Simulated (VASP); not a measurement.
# SiO2 (P4_2/mnm) in VASP: notebook

SiO2 is run at these levels: PBE; tasks: single point.

Everything below comes from runs of VASP 6.6.1. Logs are shortened: lines on timing, memory, paths and dates and some standing lists are left out, and cuts for length are marked.

### 1 The cell of the first run

It takes space group P4_2/mnm (No. 136, tetragonal). The conventional cell has a = 4.299 Å, b = 4.299 Å, c = 2.932 Å, α = 90.00°, β = 90.00°, γ = 90.00°. Si (site symmetry mmm) has 6 O at 1.87 to 1.88 Å within 2.5 Å. O (site symmetry m2m) has 3 Si at 1.87 to 1.88 Å and 1 O at 2.35 Å within 2.5 Å.

### 2 Single point, PBE

Contents of INCAR:

```
SYSTEM = SiO2
PREC     = Accurate       ! precision mode
ENCUT    = 520            ! plane-wave cutoff, eV
EDIFF    = 1E-6           ! SCF threshold, eV
ISMEAR   = 0              ! smearing method
SIGMA    = 0.05           ! smearing width, eV
LREAL    = .False.        ! projectors in reciprocal space
LASPH    = .True.         ! aspherical terms in the spheres
NELM     = 100            ! most SCF steps
ALGO     = Normal         ! electronic algorithm
ISIF     = 2              ! what is computed and relaxed
LWAVE    = .False.        ! write WAVECAR
LCHARG   = .True.         ! write CHGCAR
GGA      = PE             ! functional
LELF     = .True.         ! ELF
LVHAR    = .True.       
NBANDS   = 25             ! bands
```

Contents of KPOINTS:

```
Automatic mesh
0
Gamma
  6 6 8
  0 0 0
```

Contents of POSCAR:

```
SiO2
1.0
    4.2994000000      0.0000000000      0.0000000000
    0.0000000000      4.2994000000      0.0000000000
    0.0000000000      0.0000000000      2.9319000000
Si O
2 4
Direct
    0.5000000000      0.5000000000      0.5000000000
    0.0000000000      0.0000000000      0.0000000000
    0.6930127928      0.6930127928      0.0000000000
    0.1930127928      0.8069872072      0.5000000000
    0.3069872072      0.3069872072      0.0000000000
    0.8069872072      0.1930127928      0.5000000000
```

Potentials or basis: VASP PAW PBE potentials, release 64 (Si, O).

On the command line:

```bash
$ cat potpaw_PBE.64/Si/POTCAR potpaw_PBE.64/O/POTCAR > POTCAR
$ mpirun -np 1 vasp_std > vasp.out
```

OUTCAR:

```text
SYSTEM = SiO2
   PREC = Accurate
   ENCUT = 520
   EDIFF = 1E-6
   ISMEAR = 0
   LREAL = .False.
   LASPH = .True.
   NELM = 100
   ISIF = 2
   GGA = PE

 ion  position               nearest neighbor table
   1  0.500  0.500  0.500-   4 1.87   6 1.87   5 1.88   3 1.88   3 1.88   5 1.88
   2  0.000  0.000  0.000-   3 1.87   5 1.87   4 1.88   6 1.88   4 1.88   6 1.88
   3  0.693  0.693  0.000-   2 1.87   1 1.88   1 1.88
   4  0.193  0.807  0.500-   1 1.87   2 1.88   2 1.88
   5  0.307  0.307  0.000-   2 1.87   1 1.88   1 1.88
   6  0.807  0.193  0.500-   1 1.87   2 1.88   2 1.88

  LATTYP: Found a simple tetragonal cell.
 ALAT       =     4.2994000000
 C/A-ratio  =     0.6819323627

  Lattice vectors:

 A1 = (   4.2994000000,   0.0000000000,   0.0000000000)
 A2 = (   0.0000000000,   4.2994000000,   0.0000000000)
 A3 = (   0.0000000000,   0.0000000000,   2.9319000000)

Analysis of symmetry for initial positions (statically):
=====================================================================
 Subroutine PRICEL returns:
 Original cell was already a primitive cell.

 Routine SETGRP: Setting up the symmetry group for a
 simple tetragonal supercell.

 Subroutine GETGRP returns: Found 16 space group operations
 (whereof  8 operations were pure point group operations)
 out of a pool of 16 trial point group operations.

The static configuration has the point symmetry D_2h.
 The point group associated with its full space group is D_4h.

Analysis of symmetry for dynamics (positions and initial velocities):
=====================================================================
 Subroutine PRICEL returns:
 Original cell was already a primitive cell.

 Routine SETGRP: Setting up the symmetry group for a
 simple tetragonal supercell.

 Subroutine GETGRP returns: Found 16 space group operations
 (whereof  8 operations were pure point group operations)
 out of a pool of 16 trial point group operations.

The dynamic configuration has the point symmetry D_2h.
 The point group associated with its full space group is D_4h.

 Subroutine INISYM returns: Found 16 space group operations
 (whereof  8 operations are pure point group operations),
 and found     1 'primitive' translations

----------------------------------------------------------------------------------------

                                     Primitive cell

  volume of cell :      54.1957

  direct lattice vectors                    reciprocal lattice vectors
     4.299400000  0.000000000  0.000000000     0.232590594  0.000000000  0.000000000
     0.000000000  4.299400000  0.000000000     0.000000000  0.232590594  0.000000000
     0.000000000  0.000000000  2.931900000     0.000000000  0.000000000  0.341075753

  length of vectors
     4.299400000  4.299400000  2.931900000     0.232590594  0.232590594  0.341075753

  position of ions in fractional coordinates (direct lattice)
     0.500000000  0.500000000  0.500000000
     0.000000000  0.000000000  0.000000000
     0.693012793  0.693012793  0.000000000
     0.193012793  0.806987207  0.500000000
     0.306987207  0.306987207  0.000000000
     0.806987207  0.193012793  0.500000000

  ion indices of the primitive-cell ions
   primitive index   ion index
                 1           1
                 2           2
                 3           3
                 4           4
                 5           5
                 6           6

----------------------------------------------------------------------------------------

 KPOINTS: Automatic mesh

Automatic generation of k-mesh.
 Grid dimensions read from file:
 generate k-points for:    6    6    8

 Generating k-lattice:

  Cartesian coordinates                     Fractional coordinates (reciprocal lattice)
     0.038765099  0.000000000  0.000000000     0.166666667  0.000000000  0.000000000
     0.000000000  0.038765099  0.000000000     0.000000000  0.166666667  0.000000000
     0.000000000  0.000000000  0.042634469     0.000000000  0.000000000  0.125000000

  Length of vectors
     0.038765099  0.038765099  0.042634469

  Shift w.r.t. Gamma in fractional coordinates (k-lattice)
     0.000000000  0.000000000  0.000000000

 Subroutine IBZKPT returns following result:
 ===========================================

 Found     50 irreducible k-points:

 Following reciprocal coordinates:
            Coordinates               Weight
  0.000000  0.000000  0.000000      1.000000
  0.166667  0.000000  0.000000      4.000000
  0.333333  0.000000  0.000000      4.000000
  0.500000  0.000000  0.000000      2.000000
  0.166667  0.166667  0.000000      4.000000
  0.333333  0.166667  0.000000      8.000000
[... 16 lines left out ...]
  0.333333  0.000000  0.250000      8.000000
  0.500000  0.000000  0.250000      4.000000
 [... further k-points ...]
   k-points           NKPTS =     50   k-points in BZ     NKDIM =     50   number of bands    NBANDS=     25
   number of dos      NEDOS =    301   number of ions     NIONS =      6
   total plane-waves  NPLWV =  24576
   dimension x,y,z NGX =    32 NGY =   32 NGZ =   24
   dimension x,y,z NGXF=    64 NGYF=   64 NGZF=   48
   ions per type =               2   4
   NGX,Y,Z   is equivalent  to a cutoff of  12.37, 12.37, 13.61 a.u.
   NGXF,Y,Z  is equivalent  to a cutoff of  24.75, 24.75, 27.22 a.u.
 SYSTEM =  SiO2
   PREC   = accura    normal or accurate (medium, high low for compatibility)
   ISTART =      0    job   : 0-new  1-cont  2-samecut
   ICHARG =      2    charge: 1-file 2-atom 10-const
   ISPIN  =      1    spin polarized calculation?
   LNONCOLLINEAR =      F non collinear calculations
   LSORBIT =      F    spin-orbit coupling
   LASPH  =      T    aspherical Exc in radial PAW
   ENCUT  =  520.0 eV  38.22 Ry    6.18 a.u.   7.99  7.99  5.45*2*pi/ulx,y,z
   NELM   =    100;   NELMIN=  2; NELMDL= -5     # of ELM steps
   EDIFF  = 0.1E-05   stopping-criterion for ELM
   LREAL  =      F    real-space projection
   EDIFFG = 0.1E-04   stopping-criterion for IOM
   NSW    =      0    number of steps for IOM
   IBRION =     -1    ionic relax: 0-MD 1-quasi-New 2-CG
   NFREE  =      0    steps in history (QN), initial steepest desc. (CG)
   ISIF   =      2    stress and relaxation
   ISYM   =      2    0-nonsym 1-usesym 2-fastsym
   POTIM  = 0.5000    time-step for ionic-motion
   TEBEG  =    0.0;   TEEND  =   0.0 temperature during run
   PSTRESS=    0.0 pullay stress
   NELECT =      32.0000    total number of electrons
   NUPDOWN=      -1.0000    fix difference up-down
   EMIN   =  10.00;   EMAX   =-10.00  energy-range for DOS
   EFERMI =   0.00;   METHOD = LEGACY
   ISMEAR =     0;   SIGMA  =   0.05  broadening in eV -4-tet -1-fermi 0-gaus
   EFERMI_NEDOS =   21; number of points for ismear=-14 and -15
   IALGO  =     38    algorithm
   IMIX   =      4    mixing-type and parameters
     AMIX     =   0.40;   BMIX     =  1.00
     AMIX_MAG =   1.60;   BMIX_MAG =  1.00
  volume/ion in A,a.u.               =       9.03        60.96
  Fermi-wavevector in a.u.,A,eV,Ry     =   1.373419  2.595386 25.664412  1.886281
  Thomas-Fermi vector in A             =   2.498938
   LORBIT       =      0    0 simple, 1 ext, 2 COOP (PROOUT), +10 PAW based schemes
   GGA     = PE    functional components
   LHFCALC =     F    Hartree Fock is set to
   AEXX    =    0.0000 exact exchange contribution
   IVDW    =     0    specifies the selected vdW correction
   LEPSILON=     F    determine dielectric tensor
   LRPA    =     F    only Hartree local field effects (RPA)
 non-spin polarized calculation
 Gauss-broadening in eV      SIGMA  =   0.05
  energy-cutoff  :      520.00
  volume of cell :       54.20
 maximum number of plane-waves:      1484
 NGX is ok and might be reduce to    32
   NGX = 15   NGY = 15   NGZ = 11

 number of electron      32.0000018 magnetization

 Free energy of the ion-electron system (eV)
  ---------------------------------------------------
  ext. energy  EPLUGINS =         0.00000000
  ---------------------------------------------------
  free energy    TOTEN  =       -45.50074463 eV

  energy without entropy =      -45.50074463  energy(sigma->0) =      -45.50074463

 E-fermi :   6.5270     XC(G=0): -11.5293

 val. band max:        6.3255267503   @ k =   0.0000   0.0000   0.0000
 cond. band min:       9.1900291201   @ k =   0.0000   0.0000   0.0000
 fundamental gap:      2.8645023698
 Fermi energy:         6.5270229801

 k-point     1 :       0.0000    0.0000    0.0000
  band No.  band energies     occupation
      1     -14.6947      2.00000
      2     -11.6770      2.00000
      3     -11.6770      2.00000
      4     -11.4476      2.00000
      5      -3.6197      2.00000
      6       0.9467      2.00000
[... 17 lines left out ...]
     24      19.0734      0.00000
     25      20.5050      0.00000

 k-point     2 :       0.1667    0.0000    0.0000
  band No.  band energies     occupation
      1     -14.5672      2.00000
      2     -12.1779      2.00000
      3     -11.6202      2.00000
      4     -11.2086      2.00000
      5      -3.3782      2.00000
      6       0.2826      2.00000
[... 17 lines left out ...]
     24      18.6491      0.00000
     25      20.4985      0.00000

 k-point     3 :       0.3333    0.0000    0.0000
  band No.  band energies     occupation
      1     -14.1961      2.00000
      2     -12.9064      2.00000
      3     -11.4687      2.00000
      4     -11.1540      2.00000
      5      -2.7377      2.00000
      6      -0.8088      2.00000
[... 17 lines left out ...]
     24      18.8790      0.00000
     25      19.0158      0.00000

 k-point     4 :       0.5000    0.0000    0.0000
  band No.  band energies     occupation
      1     -13.6186      2.00000
      2     -13.6186      2.00000
      3     -11.2806      2.00000
      4     -11.2806      2.00000
      5      -1.8477      2.00000
      6      -1.8477      2.00000
[... 17 lines left out ...]
     24      17.6223      0.00000
     25      20.0784      0.00000
[... 477 lines left out ...]
 k-point    22 :       0.1667    0.0000    0.2500
  band No.  band energies     occupation
      1     -13.9720      2.00000
      2     -11.9732      2.00000
      3     -11.4239      2.00000
      4     -11.2933      2.00000
      5      -3.2162      2.00000
      6      -0.1218      2.00000
[... 17 lines left out ...]
     24      18.6626      0.00000
     25      19.3777      0.00000

 k-point    23 :       0.3333    0.0000    0.2500
  band No.  band energies     occupation
      1     -13.6415      2.00000
      2     -12.5423      2.00000
      3     -11.3481      2.00000
      4     -11.2297      2.00000
      5      -2.5198      2.00000
      6      -0.5254      2.00000
[... 17 lines left out ...]
     24      18.0400      0.00000
     25      19.5619      0.00000

 k-point    24 :       0.5000    0.0000    0.2500
  band No.  band energies     occupation
      1     -13.1383      2.00000
      2     -13.1383      2.00000
      3     -11.2661      2.00000
      4     -11.2661      2.00000
      5      -1.5336      2.00000
      6      -1.5336      2.00000
[... 17 lines left out ...]
     24      17.9152      0.00000
     25      19.2527      0.00000

 [... further k-points ...]
[... 5 lines left out ...]
  --------------------------------------------------------------------------------------
  -------------------------------------------------------------------------------------
  Total       -6.5758003     -6.5758003    -15.8921139     -0.0000000      0.0000000      0.0000000
  in kB     -194.3991414   -194.3991414   -469.8155563     -0.0000000      0.0000000      0.0000000
  external PRESSURE =    -286.2046131 kB  Pullay stress =       0.0000000 kB

 VOLUME and BASIS-vectors are now :
 -----------------------------------------------------------------------------
  energy-cutoff  :      520.00
  volume of cell :       54.20
      direct lattice vectors                 reciprocal lattice vectors
     4.299400000  0.000000000  0.000000000     0.232590594  0.000000000  0.000000000
     0.000000000  4.299400000  0.000000000     0.000000000  0.232590594  0.000000000
     0.000000000  0.000000000  2.931900000     0.000000000  0.000000000  0.341075753

 POSITION                                       TOTAL-FORCE (eV/Angst)
 -----------------------------------------------------------------------------------
      2.14970      2.14970      1.46595         0.000000      0.000000      0.000000
      0.00000      0.00000      0.00000         0.000000      0.000000      0.000000
      2.97954      2.97954      0.00000         0.035740      0.035740      0.000000
      0.82984      3.46956      1.46595         0.035740     -0.035740      0.000000
      1.31986      1.31986      0.00000        -0.035740     -0.035740      0.000000
      3.46956      0.82984      1.46595        -0.035740      0.035740      0.000000
 -----------------------------------------------------------------------------------
    total drift:                                0.000000      0.000000     -0.000000

  FREE ENERGIE OF THE ION-ELECTRON SYSTEM (eV)
  ---------------------------------------------------
  free  energy   TOTEN  =       -45.5007446290 eV

  energy  without entropy=      -45.5007446290  energy(sigma->0) =      -45.50074463
```

Wall time 37 s (1 thread of Intel Xeon 6975P-C (Granite Rapids), shared host); peak memory 0.18 GiB.

Results:

```
Free energy            : -45.5007 eV
Pressure               : -28.6 GPa
Largest force          : 0.051 eV/Å
Band gap on the k mesh : 2.86 eV, direct
```

Forces in eV/Å, atoms in the order of the input:
```
Si   0.000  0.000  0.000
Si   0.000  0.000  0.000
O    0.036  0.036  0.000
O    0.036 -0.036  0.000
O   -0.036 -0.036  0.000
O   -0.036  0.036  0.000
```

Stress tensor (GPa, compression positive):
```
-19.44   0.00   0.00
  0.00 -19.44   0.00
  0.00   0.00 -46.98
```

A hybrid or GW would open this gap; PBE tends to underestimate it.

(Continued in part 2 of 2.)
